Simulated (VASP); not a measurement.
# Al (a cell with a defect) in VASP: a series of runs

Runs on Al (a cell with a defect). Level: PBE+D3(BJ). Tasks: single point.

Program: VASP 6.6.1. These are calculated values, not measurements. Logs are shortened: lines on timing, memory, paths and dates and some standing lists are left out, and cuts for length are marked.

**1. The cell of the first run**

The cell holds a defect, 33 atoms: a = 8.100 Å, b = 8.100 Å, c = 8.100 Å, α = 90.00°, β = 90.00°, γ = 90.00°.

**2. Single point, PBE+D3(BJ)**

Contents of INCAR:

```
SYSTEM = Al
  ALGO = Normal
  EDIFF = 1E-6
  ENCUT = 520
  GGA = PE
  ISIF = 2
  ISMEAR = 0
  IVDW = 12
  LASPH = .TRUE.
  LCHARG = .FALSE.
  LREAL = Auto
  LWAVE = .FALSE.
  NBANDS = 72
  NELM = 60
  PREC = Accurate
  SIGMA = 0.05
```

Contents of KPOINTS:

```
k-points
0
G
  3 3 3
  0 0 0
```

Contents of POSCAR:

```
Al
1.0
    8.1000000000      0.0000000000      0.0000000000
    0.0000000000      8.1000000000      0.0000000000
    0.0000000000      0.0000000000      8.1000000000
Al
33
Direct
    0.5014150702      0.0000719007     -0.0050316742
    0.7533626199      0.2542259721      0.0040878114
    0.7363352540      0.0002371894      0.2500233058
   -0.0005951122      0.0002342888     -0.0145911748
    0.2482239036      0.2513150874      0.0011743709
    0.4978013212      0.5001547418     -0.0148333983
    0.7534939368      0.7459730303      0.0042191924
    0.2652637644      0.0002350957      0.2500231318
    0.4978042552      0.2353223202      0.2500232554
    0.6846631861      0.5000198863      0.2498403030
    0.5014139822      0.0000719757      0.5049544461
    0.7535289849      0.2543960363      0.4957979787
    0.7455475576      0.0000733384      0.7499086365
    0.0026177577      0.5000114666     -0.0565919784
    0.2480912142      0.7488831137      0.0013038430
    0.0026196405      0.1934722982      0.2498381305
    0.2994346396      0.5000127990      0.2498390701
    0.4977960146      0.7648765846      0.2500233773
   -0.0005951066      0.0002342554      0.5144753787
    0.2480591080      0.2514754526      0.4987130172
    0.4977984311      0.5001547205      0.5147185365
    0.7536605311      0.7458028648      0.4956665777
    0.2554184839      0.0000696703      0.7499076520
    0.5014159397      0.2451178722      0.7499078269
    0.7363315388      0.5001568824      0.7501158194
    0.0026166723      0.8075208301      0.2498380136
    0.0026159876      0.5000115566      0.5574736117
    0.2479258352      0.7487223391      0.4985831547
   -0.0005928377      0.2355593156      0.7501138478
    0.2652661803      0.5001559288      0.7501124929
    0.5014133381      0.7551045368      0.7499078542
   -0.0005969637      0.7646342253      0.7501141254
   -0.0108027285      0.5006031244      0.2506057642
```

Potentials or basis: VASP PAW PBE potentials, release 64 (Al).

Command:

```console
> cat potpaw_PBE.64/Al/POTCAR > POTCAR
> mpirun -np 1 vasp_std > vasp.out
```

OUTCAR:

```text
SYSTEM = Al
   EDIFF = 1E-6
   ENCUT = 520
   GGA = PE
   ISIF = 2
   ISMEAR = 0
   IVDW = 12
   LASPH = .TRUE.
   LREAL = Auto
   NELM = 60
   PREC = Accurate
 IVDW          = 12

 ion  position               nearest neighbor table
   1  0.501  0.000  0.995-  13 2.80  31 2.81  24 2.81   3 2.81  18 2.81   9 2.81  23 2.81   8 2.82
                             5 2.89  15 2.89   2 2.90   7 2.90
   2  0.753  0.254  0.004-  25 2.87   3 2.87  29 2.87   4 2.87  10 2.87   6 2.88   9 2.88  16 2.88
                            14 2.88   1 2.90  24 2.90  13 2.91
   3  0.736  0.000  0.250-  26 2.66  16 2.66   9 2.71  18 2.71  11 2.81   1 2.81   2 2.87  12 2.87
                             7 2.87  22 2.87  19 3.02   4 3.02
   4  0.999  0.000  0.985-  26 2.65  16 2.65  29 2.70  32 2.70  13 2.80  23 2.82   5 2.87  15 2.87
                             2 2.87   7 2.87   3 3.02   8 3.04
   5  0.248  0.251  0.001-   6 2.86   9 2.86  29 2.87   4 2.87  30 2.87   8 2.87  16 2.87  14 2.87
                            17 2.88  23 2.88   1 2.89  24 2.89
   6  0.498  0.500  0.985-  10 2.62  30 2.68  17 2.68  25 2.71  31 2.81  24 2.81   5 2.86  15 2.86
                             2 2.88   7 2.88  18 3.03   9 3.03
   7  0.753  0.746  0.004-  25 2.87   3 2.87  32 2.87   4 2.87  10 2.87  18 2.88   6 2.88  26 2.88
                            14 2.88   1 2.90  31 2.90  13 2.91
   8  0.265  0.000  0.250-  26 2.64  16 2.64   9 2.68  18 2.68  11 2.81   1 2.82   5 2.87  20 2.87
                            15 2.87  28 2.87  19 3.04   4 3.04
   9  0.498  0.235  0.250-  10 2.62   8 2.68  17 2.68   3 2.71  11 2.81   1 2.81   5 2.86  20 2.86
[... 32 lines left out ...]
                            12 2.87  22 2.87  32 3.02  29 3.02
  26  0.003  0.808  0.250-  33 2.49   8 2.64   4 2.65  19 2.65   3 2.66  15 2.87  28 2.87   7 2.88
                            22 2.88  16 3.13
  27  0.003  0.500  0.557-  33 2.49  30 2.64  29 2.65  32 2.65  25 2.66  20 2.87  28 2.87  12 2.88
                            22 2.88  14 3.13
  28  0.248  0.749  0.499-  18 2.86  21 2.86  19 2.87  32 2.87   8 2.87  30 2.87  27 2.87  26 2.87
                            17 2.88  23 2.88  31 2.89  11 2.89
  29  0.999  0.236  0.750-  27 2.65  14 2.65   4 2.70  19 2.70  13 2.80  23 2.82   5 2.87  20 2.87
                             2 2.87  12 2.87  25 3.02  30 3.04
  30  0.265  0.500  0.750-  27 2.64  14 2.64   6 2.68  21 2.68  31 2.81  24 2.82   5 2.87  15 2.87
                            20 2.87  28 2.87  32 3.04  29 3.04
  31  0.501  0.755  0.750-  13 2.80  11 2.81   1 2.81  25 2.81  21 2.81   6 2.81  23 2.81  30 2.81
                            15 2.89  28 2.89   7 2.90  22 2.90
  32  0.999  0.765  0.750-  27 2.65  14 2.65   4 2.70  19 2.70  13 2.80  23 2.82  15 2.87  28 2.87
                             7 2.87  22 2.87  25 3.02  30 3.04
  33  0.989  0.501  0.251-  10 2.47  27 2.49  26 2.49  16 2.49  14 2.49  17 2.51

  LATTYP: Found a simple cubic cell.
 ALAT       =     8.1000000000

  Lattice vectors:

 A1 = (   8.1000000000,   0.0000000000,   0.0000000000)
 A2 = (   0.0000000000,   8.1000000000,   0.0000000000)
 A3 = (   0.0000000000,   0.0000000000,   8.1000000000)

Analysis of symmetry for initial positions (statically):
=====================================================================
 Subroutine PRICEL returns:
 Original cell was already a primitive cell.

 Routine SETGRP: Setting up the symmetry group for a
 simple cubic supercell.

 Subroutine GETGRP returns: Found  1 space group operations
 (whereof  1 operations were pure point group operations)
 out of a pool of 48 trial point group operations.

The static configuration has the point symmetry C_1 .

Analysis of symmetry for dynamics (positions and initial velocities):
=====================================================================
 Subroutine PRICEL returns:
 Original cell was already a primitive cell.

 Routine SETGRP: Setting up the symmetry group for a
 simple cubic supercell.

 Subroutine GETGRP returns: Found  1 space group operations
 (whereof  1 operations were pure point group operations)
 out of a pool of 48 trial point group operations.

The dynamic configuration has the point symmetry C_1 .

 Subroutine INISYM returns: Found  1 space group operations
 (whereof  1 operations are pure point group operations),
 and found     1 'primitive' translations

----------------------------------------------------------------------------------------

                                     Primitive cell

  volume of cell :     531.4410

  direct lattice vectors                    reciprocal lattice vectors
     8.100000000  0.000000000  0.000000000     0.123456790  0.000000000  0.000000000
     0.000000000  8.100000000  0.000000000     0.000000000  0.123456790  0.000000000
     0.000000000  0.000000000  8.100000000     0.000000000  0.000000000  0.123456790

  length of vectors
[... 91 lines left out ...]
  Shift w.r.t. Gamma in fractional coordinates (k-lattice)
     0.000000000  0.000000000  0.000000000

 Subroutine IBZKPT returns following result:
 ===========================================

 Found     14 irreducible k-points:

 Following reciprocal coordinates:
            Coordinates               Weight
  0.000000  0.000000  0.000000      1.000000
  0.333333  0.000000  0.000000      2.000000
  0.000000  0.333333  0.000000      2.000000
  0.000000  0.000000  0.333333      2.000000
  0.333333  0.333333  0.000000      2.000000
  0.000000  0.333333  0.333333      2.000000
  0.333333  0.000000  0.333333      2.000000
 -0.333333  0.333333  0.000000      2.000000
 -0.333333  0.000000  0.333333      2.000000
  0.000000 -0.333333  0.333333      2.000000
  0.333333  0.333333  0.333333      2.000000
 -0.333333  0.333333  0.333333      2.000000
 -0.333333 -0.333333  0.333333      2.000000
  0.333333 -0.333333  0.333333      2.000000
   k-points           NKPTS =     14   k-points in BZ     NKDIM =     14   number of bands    NBANDS=     72
   number of dos      NEDOS =    301   number of ions     NIONS =     33
   total plane-waves  NPLWV = 216000
   dimension x,y,z NGX =    60 NGY =   60 NGZ =   60
   dimension x,y,z NGXF=   120 NGYF=  120 NGZF=  120
   ions per type =              33
   NGX,Y,Z   is equivalent  to a cutoff of  12.31, 12.31, 12.31 a.u.
   NGXF,Y,Z  is equivalent  to a cutoff of  24.63, 24.63, 24.63 a.u.
 SYSTEM =  Al
   PREC   = accura    normal or accurate (medium, high low for compatibility)
   ISTART =      0    job   : 0-new  1-cont  2-samecut
   ICHARG =      2    charge: 1-file 2-atom 10-const
   ISPIN  =      1    spin polarized calculation?
   LNONCOLLINEAR =      F non collinear calculations
   LSORBIT =      F    spin-orbit coupling
   LASPH  =      T    aspherical Exc in radial PAW
   ENCUT  =  520.0 eV  38.22 Ry    6.18 a.u.  15.06 15.06 15.06*2*pi/ulx,y,z
   NELM   =     60;   NELMIN=  2; NELMDL= -5     # of ELM steps
   EDIFF  = 0.1E-05   stopping-criterion for ELM
   LREAL  =      T    real-space projection
   EDIFFG = 0.1E-04   stopping-criterion for IOM
   NSW    =      0    number of steps for IOM
   IBRION =     -1    ionic relax: 0-MD 1-quasi-New 2-CG
   NFREE  =      0    steps in history (QN), initial steepest desc. (CG)
   ISIF   =      2    stress and relaxation
   ISYM   =      2    0-nonsym 1-usesym 2-fastsym
   POTIM  = 0.5000    time-step for ionic-motion
   TEBEG  =    0.0;   TEEND  =   0.0 temperature during run
   PSTRESS=    0.0 pullay stress
   NELECT =      99.0000    total number of electrons
   NUPDOWN=      -1.0000    fix difference up-down
   EMIN   =  10.00;   EMAX   =-10.00  energy-range for DOS
   EFERMI =   0.00;   METHOD = LEGACY
   ISMEAR =     0;   SIGMA  =   0.05  broadening in eV -4-tet -1-fermi 0-gaus
   EFERMI_NEDOS =   21; number of points for ismear=-14 and -15
   IALGO  =     38    algorithm
   IMIX   =      4    mixing-type and parameters
     AMIX     =   0.40;   BMIX     =  1.00
     AMIX_MAG =   1.60;   BMIX_MAG =  1.00
  volume/ion in A,a.u.               =      16.10       108.68
  Fermi-wavevector in a.u.,A,eV,Ry     =   0.934978  1.766853 11.894002  0.874184
  Thomas-Fermi vector in A             =   2.061839
   LORBIT       =      0    0 simple, 1 ext, 2 COOP (PROOUT), +10 PAW based schemes
   GGA     = PE    functional components
   LHFCALC =     F    Hartree Fock is set to
   AEXX    =    0.0000 exact exchange contribution
   IVDW    =    12    specifies the selected vdW correction
   LEPSILON=     F    determine dielectric tensor
   LRPA    =     F    only Hartree local field effects (RPA)
 non-spin polarized calculation
 Gauss-broadening in eV      SIGMA  =   0.05
  energy-cutoff  :      520.00
  volume of cell :      531.44
 maximum number of plane-waves:     14358
   NGX = 31   NGY = 31   NGZ = 31

 number of electron      99.0000000 magnetization

 Free energy of the ion-electron system (eV)
  ---------------------------------------------------
  ext. energy  EPLUGINS =         0.00000000
  ---------------------------------------------------
  free energy    TOTEN  =      -121.52920483 eV

  energy without entropy =     -121.51671804  energy(sigma->0) =     -121.52296144

 E-fermi :   8.2939     XC(G=0): -10.2728

 val. band max:        8.2909958876   @ k =   0.3333   0.0000   0.3333
 cond. band min:       8.4126552996   @ k =   0.0000   0.3333   0.0000
 fundamental gap:      0.1216594121
 Fermi energy:         8.2939011929

 k-point     1 :       0.0000    0.0000    0.0000
  band No.  band energies     occupation
      1      -3.0815      2.00000
      2      -1.0893      2.00000
      3      -1.0879      2.00000
      4      -0.8048      2.00000
      5      -0.6882      2.00000
      6      -0.6882      2.00000
[... 885 lines left out ...]
     60       9.8539      0.00000
     61       9.8552      0.00000
 [bands above 61 left out]

------------------------ aborting loop because EDIFF is reached ----------------------------------------

 Edisp (eV)  -11.39011

 E8    (eV) :    -5.0975

  FORCE on cell =-STRESS in cart. coord.  units (eV):
  Direction    XX          YY          ZZ          XY          YZ          ZX
  --------------------------------------------------------------------------------------
  -------------------------------------------------------------------------------------
  Total       4.25922     4.04281     4.04736     0.00285     0.00066     0.00012
  in kB      12.84062    12.18819    12.20190     0.00860     0.00198     0.00038
  external pressure =       12.41 kB  Pullay stress =        0.00 kB

 VOLUME and BASIS-vectors are now :
 -----------------------------------------------------------------------------
  energy-cutoff  :      520.00
  volume of cell :      531.44
      direct lattice vectors                 reciprocal lattice vectors
     8.100000000  0.000000000  0.000000000     0.123456790  0.000000000  0.000000000
     0.000000000  8.100000000  0.000000000     0.000000000  0.123456790  0.000000000
     0.000000000  0.000000000  8.100000000     0.000000000  0.000000000  0.123456790

 POSITION                                       TOTAL-FORCE (eV/Angst)
 -----------------------------------------------------------------------------------
      4.06146      0.00058      8.05924         0.002884     -0.000695      0.012281
      6.10224      2.05923      0.03311        -0.001220     -0.002795     -0.002681
      5.96432      0.00192      2.02519         0.004313     -0.000590      0.000323
      8.09518      0.00190      7.98181        -0.002171      0.000581      0.000724
      2.01061      2.03565      0.00951         0.002093      0.000276      0.000667
      4.03219      4.05125      7.97985        -0.002445      0.000598     -0.002426
[... 25 lines left out ...]
      8.09516      6.19354      6.07592        -0.001969     -0.001454     -0.000208
      8.01250      4.05489      2.02991        -0.011054      0.003160      0.001470
 -----------------------------------------------------------------------------------
    total drift:                               -0.046528      0.006959     -0.000584

  FREE ENERGIE OF THE ION-ELECTRON SYSTEM (eV)
  ---------------------------------------------------
  free  energy   TOTEN  =      -132.9193137498 eV

  energy  without entropy=     -132.9068269652  energy(sigma->0) =     -132.91307036
```

Wall time 4.9 min (1 thread of Intel Xeon 6975P-C (Granite Rapids), shared host); peak memory 0.64 GiB.

What came out:

```yaml
Free_energy: -132.9193 eV
Pressure: 1.2 GPa
Largest_force: 0.014 eV/Å
Band_gap_on_the_k_mesh: zero (an odd number of electrons rules out a gap without spin polarisation)
Dispersion_energy_per_atom: -0.345 eV
```

Forces on the atoms (eV/Å):
```
Al   0.003 -0.001  0.012
Al  -0.001 -0.003 -0.003
Al   0.004 -0.001  0.000
Al  -0.002  0.001  0.001
Al   0.002  0.000  0.001
Al  -0.002  0.001 -0.002
Al   0.000  0.003 -0.003
Al   0.000  0.001  0.000
Al  -0.003 -0.002  0.000
Al   0.010  0.000  0.000
Al   0.003 -0.001 -0.012
Al  -0.001 -0.004  0.003
Al   0.014  0.000  0.000
Al   0.000  0.000  0.003
Al   0.001  0.000  0.001
Al   0.001  0.001 -0.001
Al  -0.004  0.000 -0.002
Al  -0.002  0.002  0.000
Al  -0.002  0.000 -0.001
Al   0.000  0.001 -0.001
Al  -0.002  0.000  0.001
Al  -0.001  0.003  0.003
Al  -0.012 -0.001  0.000
Al   0.003  0.011  0.000
Al   0.004  0.000 -0.001
Al   0.000 -0.001 -0.001
Al   0.001  0.000 -0.001
Al   0.000 -0.001 -0.001
Al  -0.002  0.000  0.001
Al  -0.001  0.000  0.000
Al   0.003 -0.012  0.000
Al  -0.002 -0.001  0.000
Al  -0.011  0.003  0.001
```

(Continued in part 2 of 2.)

The gap in the log of VASP goes by the Fermi energy; the results here count the filled bands.